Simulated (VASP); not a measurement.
# Cd (P6_3/mmc) in VASP: a series of runs, part 2 of 2

VASP 6.6.1. The steps go on from the part before.

### 3 Electric field gradients, PBE (zz strain of -3 %)

INCAR reads:

```
SYSTEM = Cd
PREC = Accurate
ENCUT = 520
EDIFF = 1E-8
ISMEAR = -1
SIGMA = 0.05
LREAL = .False.
LASPH = .True.
NELM = 100
ALGO = Normal
ISIF = 2
LWAVE = .False.
LCHARG = .False.
GGA = PE
LEFG = .True.
NBANDS = 19
```

KPOINTS reads:

```
Automatic mesh
0
Gamma
  14 14 7
  0 0 0
```

POSCAR reads:

```
Cd
1.0
    2.9788725081      0.0000000000      0.0000000000
   -1.4894362540      2.5797792666      0.0000000000
    0.0000000000      0.0000000000      5.4491205000
Cd
2
Direct
    0.3333333333      0.6666666667      0.2500000000
    0.6666666667      0.3333333333      0.7500000000
```

Potentials or basis: VASP PAW PBE potentials, release 64 (Cd).

On the command line:

```
cat potpaw_PBE.64/Cd/POTCAR > POTCAR
mpirun -np 1 vasp_std > vasp.out
```

OUTCAR:

```text
SYSTEM = Cd
   PREC = Accurate
   ENCUT = 520
   EDIFF = 1E-8
   ISMEAR = -1
   LREAL = .False.
   LASPH = .True.
   NELM = 100
   ISIF = 2
   GGA = PE

 ion  position               nearest neighbor table
   1  0.333  0.667  0.250-   2 3.22   2 3.22   2 3.22   2 3.22   2 3.22   2 3.22
   2  0.667  0.333  0.750-   1 3.22   1 3.22   1 3.22   1 3.22   1 3.22   1 3.22

  LATTYP: Found a hexagonal cell.
 ALAT       =     2.9788725081
 C/A-ratio  =     1.8292560307

  Lattice vectors:

 A1 = (   2.9788725081,   0.0000000000,   0.0000000000)
 A2 = (  -1.4894362540,   2.5797792666,   0.0000000000)
 A3 = (   0.0000000000,   0.0000000000,   5.4491205000)

Analysis of symmetry for initial positions (statically):
=====================================================================
 Subroutine PRICEL returns:
 Original cell was already a primitive cell.

 Routine SETGRP: Setting up the symmetry group for a
 hexagonal supercell.

 Subroutine GETGRP returns: Found 24 space group operations
 (whereof 12 operations were pure point group operations)
 out of a pool of 24 trial point group operations.

The static configuration has the point symmetry D_3d.
 The point group associated with its full space group is D_6h.

Analysis of symmetry for dynamics (positions and initial velocities):
=====================================================================
 Subroutine PRICEL returns:
 Original cell was already a primitive cell.

 Routine SETGRP: Setting up the symmetry group for a
 hexagonal supercell.

 Subroutine GETGRP returns: Found 24 space group operations
 (whereof 12 operations were pure point group operations)
 out of a pool of 24 trial point group operations.

The dynamic configuration has the point symmetry D_3d.
 The point group associated with its full space group is D_6h.

 Subroutine INISYM returns: Found 24 space group operations
 (whereof 12 operations are pure point group operations),
 and found     1 'primitive' translations

----------------------------------------------------------------------------------------

                                     Primitive cell

  volume of cell :      41.8756

  direct lattice vectors                    reciprocal lattice vectors
     2.978872508  0.000000000  0.000000000     0.335697482  0.193815032  0.000000000
    -1.489436254  2.579779267  0.000000000     0.000000000  0.387630063  0.000000000
     0.000000000  0.000000000  5.449120500     0.000000000  0.000000000  0.183515854

  length of vectors
     2.978872508  2.978872508  5.449120500     0.387630063  0.387630063  0.183515854

  position of ions in fractional coordinates (direct lattice)
     0.333333333  0.666666667  0.250000000
     0.666666667  0.333333333  0.750000000

  ion indices of the primitive-cell ions
   primitive index   ion index
                 1           1
                 2           2

----------------------------------------------------------------------------------------

 KPOINTS: Automatic mesh
[... 68 lines left out ...]
   EDIFF  = 0.1E-07   stopping-criterion for ELM
   LREAL  =      F    real-space projection
   EDIFFG = 0.1E-06   stopping-criterion for IOM
   NSW    =      0    number of steps for IOM
   IBRION =     -1    ionic relax: 0-MD 1-quasi-New 2-CG
   NFREE  =      0    steps in history (QN), initial steepest desc. (CG)
   ISIF   =      2    stress and relaxation
   ISYM   =      2    0-nonsym 1-usesym 2-fastsym
   POTIM  = 0.5000    time-step for ionic-motion
   TEBEG  =    0.0;   TEEND  =   0.0 temperature during run
   PSTRESS=    0.0 pullay stress
   NELECT =      24.0000    total number of electrons
   NUPDOWN=      -1.0000    fix difference up-down
   EMIN   =  10.00;   EMAX   =-10.00  energy-range for DOS
   EFERMI =   0.00;   METHOD = LEGACY
   ISMEAR =    -1;   SIGMA  =   0.05  broadening in eV -4-tet -1-fermi 0-gaus
   EFERMI_NEDOS =   21; number of points for ismear=-14 and -15
   IALGO  =     38    algorithm
   IMIX   =      4    mixing-type and parameters
     AMIX     =   0.40;   BMIX     =  1.00
     AMIX_MAG =   1.60;   BMIX_MAG =  1.00
  volume/ion in A,a.u.               =      20.94       141.30
  Fermi-wavevector in a.u.,A,eV,Ry     =   1.359852  2.569748 25.159856  1.849197
  Thomas-Fermi vector in A             =   2.486564
   LORBIT       =      0    0 simple, 1 ext, 2 COOP (PROOUT), +10 PAW based schemes
   GGA     = PE    functional components
   LHFCALC =     F    Hartree Fock is set to
   AEXX    =    0.0000 exact exchange contribution
   IVDW    =     0    specifies the selected vdW correction
   LEPSILON=     F    determine dielectric tensor
   LRPA    =     F    only Hartree local field effects (RPA)
 non-spin polarized calculation
  energy-cutoff  :      520.00
  volume of cell :       41.88
 maximum number of plane-waves:      1154
 NGX is ok and might be reduce to    24
   NGX = 11   NGY = 11   NGZ = 21

 number of electron      23.9999993 magnetization

 Free energy of the ion-electron system (eV)
  ---------------------------------------------------
  ext. energy  EPLUGINS =         0.00000000
  ---------------------------------------------------
  free energy    TOTEN  =        -1.43546634 eV

  energy without entropy =       -1.43082601  energy(sigma->0) =       -1.43314617

 E-fermi :   3.2518     XC(G=0): -11.2028

 val. band max:        3.1975611199   @ k =   0.3571   0.1429   0.1429
 cond. band min:       3.2721688609   @ k =   0.2857   0.1429   0.0000
 fundamental gap:      0.0746077410
 Fermi energy:         3.2518151680

 k-point     1 :       0.0000    0.0000    0.0000
  band No.  band energies     occupation
      1      -6.7805      2.00000
      2      -6.4464      2.00000
      3      -6.1199      2.00000
      4      -6.1199      2.00000
      5      -6.0562      2.00000
      6      -6.0562      2.00000
[... 505 lines left out ...]
      6      -5.9195      2.00000
[... 11 lines left out ...]
     18       9.4382      0.00000
     19      11.3122      0.00000

 [... further k-points ...]
[... 5 lines left out ...]
  --------------------------------------------------------------------------------------
  -------------------------------------------------------------------------------------
  Total        1.3891551      1.3891551      1.0291287      0.0000000      0.0000000      0.0000000
  in kB       53.1496553     53.1496553     39.3748949      0.0000000      0.0000000      0.0000000
  external PRESSURE =      48.5580685 kB  Pullay stress =       0.0000000 kB

 VOLUME and BASIS-vectors are now :
 -----------------------------------------------------------------------------
  energy-cutoff  :      520.00
  volume of cell :       41.88
      direct lattice vectors                 reciprocal lattice vectors
     2.978872508  0.000000000  0.000000000     0.335697482  0.193815032  0.000000000
    -1.489436254  2.579779267  0.000000000     0.000000000  0.387630063  0.000000000
     0.000000000  0.000000000  5.449120500     0.000000000  0.000000000  0.183515854

 POSITION                                       TOTAL-FORCE (eV/Angst)
 -----------------------------------------------------------------------------------
     -0.00000      1.71985      1.36228        -0.000000     -0.000000     -0.000000
      1.48944      0.85993      4.08684         0.000000      0.000000      0.000000
 -----------------------------------------------------------------------------------
    total drift:                               -0.000000      0.000000      0.000000

  FREE ENERGIE OF THE ION-ELECTRON SYSTEM (eV)
  ---------------------------------------------------
  free  energy   TOTEN  =        -1.4354663396 eV

  energy  without entropy=       -1.4308260060  energy(sigma->0) =       -1.43314617

 Electric field gradients (V/A^2)
---------------------------------------------------------------------
 ion       V_xx      V_yy      V_zz      V_xy      V_xz      V_yz
---------------------------------------------------------------------
   1     -33.950   -33.949    67.899     0.001     0.000    -0.000
   2     -33.950   -33.949    67.899     0.001    -0.000     0.000
---------------------------------------------------------------------

 Electric field gradients after diagonalization (V/A^2)
 (convention: |V_zz| > |V_xx| > |V_yy|)
----------------------------------------------------------------------
 ion       V_xx      V_yy      V_zz     asymmetry (V_yy - V_xx)/ V_zz
----------------------------------------------------------------------
   1     -33.951   -33.948    67.899       0.000
   2     -33.951   -33.948    67.899       0.000
----------------------------------------------------------------------

           NMR quadrupolar parameters

 Cq : quadrupolar parameter    Cq=e*Q*V_zz/h
 eta: asymmetry parameters     (V_yy - V_xx)/ V_zz
 Q  : nuclear electric quadrupole moment in mb (millibarn)
----------------------------------------------------------------------
 ion       Cq(MHz)       eta       Q (mb)
----------------------------------------------------------------------
   1       0.164       0.000       1.000
   2       0.164       0.000       1.000
----------------------------------------------------------------------
```

stdout:

```text
POSCAR found type information on POSCAR Cd
 POSCAR found :  1 types and       2 ions
 scaLAPACK will be used
 LDA part: xc-table for (Slater+PW92), standard interpolation
 POSCAR, INCAR and KPOINTS ok, starting setup
 FFT: planning ... GRIDC
 FFT: planning ... GRID_SOFT
 FFT: planning ... GRID
 WAVECAR not read
 entering main loop
ion   1

ion   2
```

It took 36 s on 1 thread of AMD EPYC 9R45 (Zen 5), shared host; peak memory 0.17 GiB.

What came out:

| Property | Result |
| --- | --- |
| Free energy | -1.4355 eV |
| Pressure | 4.9 GPa |
| Band gap on the k mesh | zero (bands 12 and 13 overlap by 3.84 eV) |
| Largest electric field gradient by atom | Cd +67.9 V/Å² |

Electric field gradients, principal values (V/Å²):
```
atom    least   middle  greatest (by size)
1 Cd  -33.948  -33.951              67.899
2 Cd  -33.948  -33.951              67.899
```

Caveat: the cell differs from its parent crystal (zz strain of -3 %); the cell stands under pressure; without QUAD_EFG the Cq values of the log hold for a quadrupole moment of 1 mb, not for the nuclei.
